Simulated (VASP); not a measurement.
# MnF2 (P-3m1) in VASP: single point with PBE

Aim: the single point of MnF2 with PBE.

Everything below comes from runs of VASP 6.6.1. Logs are shortened: lines on timing, memory, paths and dates and some standing lists are left out, and cuts for length are marked.

## Step 1: The cell of the first run

The structure is trigonal, space group P-3m1 (No. 164). Conventional cell: a = 3.343 Å, b = 3.343 Å, c = 5.055 Å, α = 90.00°, β = 90.00°, γ = 120.00°. Mn (site symmetry -3m) has 6 F at 2.16 Å within 2.9 Å. Within 2.9 Å of F (site symmetry 3m) lie 3 Mn at 2.16 Å and 3 F at 2.72 Å.

The cell was generated, and may not be a known phase.

## Step 2: Single point, PBE, collinear spin, ferromagnetic start

INCAR

```
ALGO = Normal
EDIFF = 1E-7
ENCUT = 520
GGA = PE
ISIF = 2
ISMEAR = 0
ISPIN = 2
LASPH = True
LCHARG = False
LMAXMIX = 4
LORBIT = 11
LREAL = False
LWAVE = False
MAGMOM = 4.65 0 0
NBANDS = 24
NELM = 150
PREC = Accurate
SIGMA = 0.02
```

KPOINTS

```
k-points
0
Gamma
  12 12 6
```

POSCAR

```
MnF2
1.0
    3.3432839867      0.0000000000      0.0000000000
   -1.6716419933      2.8953688645      0.0000000000
    0.0000000000      0.0000000000      5.0554760010
Mn F
1 2
Direct
    0.0000000000      0.0000000000      0.5000000000
    0.6666666667      0.3333333333      0.3100732065
    0.3333333333      0.6666666667      0.6899267935
```

Potentials or basis: VASP PAW PBE potentials, release 64 (Mn_pv, F).

Run with:

```bash
$ cat potpaw_PBE.64/Mn_pv/POTCAR potpaw_PBE.64/F/POTCAR > POTCAR
$ mpirun -np 1 vasp_std > vasp.out
```

OUTCAR:

```text
EDIFF = 1E-7
   ENCUT = 520
   GGA = PE
   ISIF = 2
   ISMEAR = 0
   ISPIN = 2
   LASPH = True
   LORBIT = 11
   LREAL = False
   NELM = 150
   PREC = Accurate

 ion  position               nearest neighbor table
   1  0.000  0.000  0.500-   2 2.16   3 2.16   3 2.16   2 2.16   2 2.16   3 2.16
   2  0.667  0.333  0.310-   1 2.16   1 2.16   1 2.16
   3  0.333  0.667  0.690-   1 2.16   1 2.16   1 2.16

  LATTYP: Found a hexagonal cell.
 ALAT       =     3.3432839867
 C/A-ratio  =     1.5121287994

  Lattice vectors:

 A1 = (   3.3432839867,   0.0000000000,   0.0000000000)
 A2 = (  -1.6716419933,   2.8953688645,   0.0000000000)
 A3 = (   0.0000000000,   0.0000000000,   5.0554760010)

Analysis of symmetry for initial positions (statically):
=====================================================================
 Subroutine PRICEL returns:
 Original cell was already a primitive cell.

 Routine SETGRP: Setting up the symmetry group for a
 hexagonal supercell.

 Subroutine GETGRP returns: Found 12 space group operations
 (whereof 12 operations were pure point group operations)
 out of a pool of 24 trial point group operations.

The static configuration has the point symmetry D_3d.

Analysis of symmetry for dynamics (positions and initial velocities):
=====================================================================
 Subroutine PRICEL returns:
 Original cell was already a primitive cell.

 Routine SETGRP: Setting up the symmetry group for a
 hexagonal supercell.

 Subroutine GETGRP returns: Found 12 space group operations
 (whereof 12 operations were pure point group operations)
 out of a pool of 24 trial point group operations.

The dynamic configuration has the point symmetry D_3d.

Analysis of structural, dynamic, and magnetic symmetry:
=====================================================================
 Subroutine PRICEL returns:
 Original cell was already a primitive cell.

 Routine SETGRP: Setting up the symmetry group for a
 hexagonal supercell.

 Subroutine GETGRP returns: Found 12 space group operations
 (whereof 12 operations were pure point group operations)
 out of a pool of 24 trial point group operations.

The overall configuration has the point symmetry D_3d.

 Subroutine INISYM returns: Found 12 space group operations
 (whereof 12 operations are pure point group operations),
 and found     1 'primitive' translations

----------------------------------------------------------------------------------------

                                     Primitive cell

  volume of cell :      48.9372

  direct lattice vectors                    reciprocal lattice vectors
     3.343283987  0.000000000  0.000000000     0.299107107  0.172689569  0.000000000
    -1.671641993  2.895368864  0.000000000     0.000000000  0.345379137  0.000000000
     0.000000000  0.000000000  5.055476001     0.000000000  0.000000000  0.197805310

  length of vectors
     3.343283987  3.343283987  5.055476001     0.345379137  0.345379137  0.197805310

  position of ions in fractional coordinates (direct lattice)
     0.000000000  0.000000000  0.500000000
     0.666666667  0.333333333  0.310073207
     0.333333333  0.666666667  0.689926793

  ion indices of the primitive-cell ions
   primitive index   ion index
                 1           1
                 2           2
                 3           3

----------------------------------------------------------------------------------------

 KPOINTS: k-points

Automatic generation of k-mesh.
 Grid dimensions read from file:
 generate k-points for:   12   12    6

 Generating k-lattice:

  Cartesian coordinates                     Fractional coordinates (reciprocal lattice)
     0.024925592  0.014390797  0.000000000     0.083333333  0.000000000  0.000000000
     0.000000000  0.028781595  0.000000000     0.000000000  0.083333333  0.000000000
     0.000000000  0.000000000  0.032967552     0.000000000  0.000000000  0.166666667

  Length of vectors
     0.028781595  0.028781595  0.032967552

  Shift w.r.t. Gamma in fractional coordinates (k-lattice)
     0.000000000  0.000000000  0.000000000

 Subroutine IBZKPT returns following result:
 ===========================================

 Found    100 irreducible k-points:

 Following reciprocal coordinates:
            Coordinates               Weight
  0.000000  0.000000  0.000000      1.000000
  0.083333  0.000000  0.000000      6.000000
  0.166667 -0.000000  0.000000      6.000000
  0.250000 -0.000000  0.000000      6.000000
  0.333333  0.000000  0.000000      6.000000
  0.416667  0.000000  0.000000      6.000000
[... 16 lines left out ...]
  0.166667 -0.000000  0.166667      6.000000
  0.000000  0.166667  0.166667      6.000000
 [... further k-points ...]
   k-points           NKPTS =    100   k-points in BZ     NKDIM =    100   number of bands    NBANDS=     24
   number of dos      NEDOS =    301   number of ions     NIONS =      3
   total plane-waves  NPLWV =  31360
   dimension x,y,z NGX =    28 NGY =   28 NGZ =   40
   dimension x,y,z NGXF=    56 NGYF=   56 NGZF=   80
   ions per type =               1   2
   NGX,Y,Z   is equivalent  to a cutoff of  13.92, 13.92, 13.15 a.u.
   NGXF,Y,Z  is equivalent  to a cutoff of  27.85, 27.85, 26.31 a.u.
 SYSTEM =  unknown system
   PREC   = accura    normal or accurate (medium, high low for compatibility)
   ISTART =      0    job   : 0-new  1-cont  2-samecut
   ICHARG =      2    charge: 1-file 2-atom 10-const
   ISPIN  =      2    spin polarized calculation?
   LNONCOLLINEAR =      F non collinear calculations
   LSORBIT =      F    spin-orbit coupling
   LASPH  =      T    aspherical Exc in radial PAW
   ENCUT  =  520.0 eV  38.22 Ry    6.18 a.u.   6.22  6.22  9.40*2*pi/ulx,y,z
   NELM   =    150;   NELMIN=  2; NELMDL= -5     # of ELM steps
   EDIFF  = 0.1E-06   stopping-criterion for ELM
   LREAL  =      F    real-space projection
   EDIFFG = 0.1E-05   stopping-criterion for IOM
   NSW    =      0    number of steps for IOM
   IBRION =     -1    ionic relax: 0-MD 1-quasi-New 2-CG
   NFREE  =      0    steps in history (QN), initial steepest desc. (CG)
   ISIF   =      2    stress and relaxation
   ISYM   =      2    0-nonsym 1-usesym 2-fastsym
   POTIM  = 0.5000    time-step for ionic-motion
   TEBEG  =    0.0;   TEEND  =   0.0 temperature during run
   PSTRESS=    0.0 pullay stress
   NELECT =      27.0000    total number of electrons
   NUPDOWN=      -1.0000    fix difference up-down
   EMIN   =  10.00;   EMAX   =-10.00  energy-range for DOS
   EFERMI =   0.00;   METHOD = LEGACY
   ISMEAR =     0;   SIGMA  =   0.02  broadening in eV -4-tet -1-fermi 0-gaus
   EFERMI_NEDOS =   21; number of points for ismear=-14 and -15
   IALGO  =     38    algorithm
   IMIX   =      4    mixing-type and parameters
     AMIX     =   0.40;   BMIX     =  1.00
     AMIX_MAG =   1.60;   BMIX_MAG =  1.00
  volume/ion in A,a.u.               =      16.31       110.08
  Fermi-wavevector in a.u.,A,eV,Ry     =   1.342712  2.537359 24.529627  1.802877
  Thomas-Fermi vector in A             =   2.470844
   LORBIT       =     11    0 simple, 1 ext, 2 COOP (PROOUT), +10 PAW based schemes
   GGA     = PE    functional components
   LHFCALC =     F    Hartree Fock is set to
   AEXX    =    0.0000 exact exchange contribution
   IVDW    =     0    specifies the selected vdW correction
   LEPSILON=     F    determine dielectric tensor
   LRPA    =     F    only Hartree local field effects (RPA)
 spin polarized calculation
 Gauss-broadening in eV      SIGMA  =   0.02
  energy-cutoff  :      520.00
  volume of cell :       48.94
 maximum number of plane-waves:      1336
 NGX is ok and might be reduce to    28
   NGX = 13   NGY = 13   NGZ = 19

 number of electron      27.0000012 magnetization       4.9999992

 Free energy of the ion-electron system (eV)
  ---------------------------------------------------
  ext. energy  EPLUGINS =         0.00000000
  ---------------------------------------------------
  free energy    TOTEN  =       -19.43839497 eV

  energy without entropy =      -19.43839497  energy(sigma->0) =      -19.43839497

 E-fermi :   1.2097     XC(G=0):  -8.4456

 val. band max:        0.9993076947   @ k =   0.0000   0.0000   0.5000
 cond. band min:       2.8863088367   @ k =   0.0000   0.0000   0.0000
 fundamental gap:      1.8870011420
 Fermi energy:         1.2097033592

 spin component 1

 k-point     1 :       0.0000    0.0000    0.0000
  band No.  band energies     occupation
      1     -48.7135      1.00000
      2     -48.5920      1.00000
      3     -48.5920      1.00000
      4     -22.7583      1.00000
      5     -22.1244      1.00000
      6      -5.1163      1.00000
[... 16 lines left out ...]
     23      19.4081      0.00000
     24      19.5702      0.00000
[... 598 lines left out ...]
      2     -48.5985      1.00000
      3     -48.5935      1.00000
      4     -22.6760      1.00000
      5     -22.1559      1.00000
      6      -5.1220      1.00000
[... 16 lines left out ...]
     23      18.3897      0.00000
     24      19.2936      0.00000

 [... further k-points ...]

 spin component 2

 k-point     1 :       0.0000    0.0000    0.0000
  band No.  band energies     occupation
      1     -43.7658      1.00000
      2     -43.6264      1.00000
      3     -43.6264      1.00000
      4     -22.5547      1.00000
      5     -21.9361      1.00000
      6      -4.6292      1.00000
[... 16 lines left out ...]
     23      20.5447      0.00000
     24      20.5632      0.00000
[... 598 lines left out ...]
      2     -43.6357      1.00000
      3     -43.6284      1.00000
      4     -22.4735      1.00000
      5     -21.9663      1.00000
      6      -4.5825      1.00000
[... 16 lines left out ...]
     23      19.0344      0.00000
     24      20.0151      0.00000

 [... further k-points ...]

------------------------ aborting loop because EDIFF is reached ----------------------------------------

  FORCE on cell =-STRESS in cart. coord.  units (eV):
  Direction    XX          YY          ZZ          XY          YZ          ZX
  --------------------------------------------------------------------------------------
  -------------------------------------------------------------------------------------
  Total        0.0215064      0.0215064     -0.0430256      0.0000000     -0.0000000      0.0000000
  in kB        0.7041075      0.7041075     -1.4086344      0.0000000     -0.0000000      0.0000000
  external PRESSURE =      -0.0001398 kB  Pullay stress =       0.0000000 kB

 VOLUME and BASIS-vectors are now :
 -----------------------------------------------------------------------------
  energy-cutoff  :      520.00
  volume of cell :       48.94
      direct lattice vectors                 reciprocal lattice vectors
     3.343283987  0.000000000  0.000000000     0.299107107  0.172689569  0.000000000
    -1.671641993  2.895368864  0.000000000     0.000000000  0.345379137  0.000000000
     0.000000000  0.000000000  5.055476001     0.000000000  0.000000000  0.197805310

 POSITION                                       TOTAL-FORCE (eV/Angst)
 -----------------------------------------------------------------------------------
      0.00000      0.00000      2.52774        -0.000000      0.000000      0.000000
      1.67164      0.96512      1.56757        -0.000000      0.000000     -0.017931
     -0.00000      1.93025      3.48791         0.000000     -0.000000      0.017931
 -----------------------------------------------------------------------------------
    total drift:                               -0.000000      0.000000     -0.000000

  FREE ENERGIE OF THE ION-ELECTRON SYSTEM (eV)
  ---------------------------------------------------
  free  energy   TOTEN  =       -19.4383949705 eV

  energy  without entropy=      -19.4383949705  energy(sigma->0) =      -19.43839497

 total charge

# of ion       s       p       d       tot
------------------------------------------
    1        0.162   6.136   4.937  11.235
    2        1.736   4.348   0.000   6.084
    3        1.736   4.348   0.000   6.084
--------------------------------------------------
tot          3.634  14.832   4.937  23.403

 magnetization (x)

# of ion       s       p       d       tot
------------------------------------------
    1        0.025   0.019   4.534   4.578
    2        0.007   0.083   0.000   0.090
    3        0.007   0.083   0.000   0.090
--------------------------------------------------
tot          0.039   0.185   4.534   4.758
```

It took 6.1 min on 1 thread of Intel Xeon 8259CL, shared host; peak memory 0.31 GiB.

What came out:

```yaml
Free_energy: -19.4384 eV
Pressure: 0.0 GPa
Largest_force: 0.018 eV/Å
Band_gap_on_the_k_mesh: 1.89 eV (least direct gap 1.90 eV)
Net_moment: 5.00 μB per cell
Site_moments: Mn +4.58; F +0.09 μB
Valence_electrons_inside_the_program's_atomic_spheres: Mn 11.23; F 6.08
```

Forces in eV/Å, atoms in the order of the input:
```
Mn   0.000  0.000  0.000
F    0.000  0.000 -0.018
F    0.000  0.000  0.018
```

Caveat: a cell with one magnetic atom can't hold antiferromagnetic order, which such compounds often take.
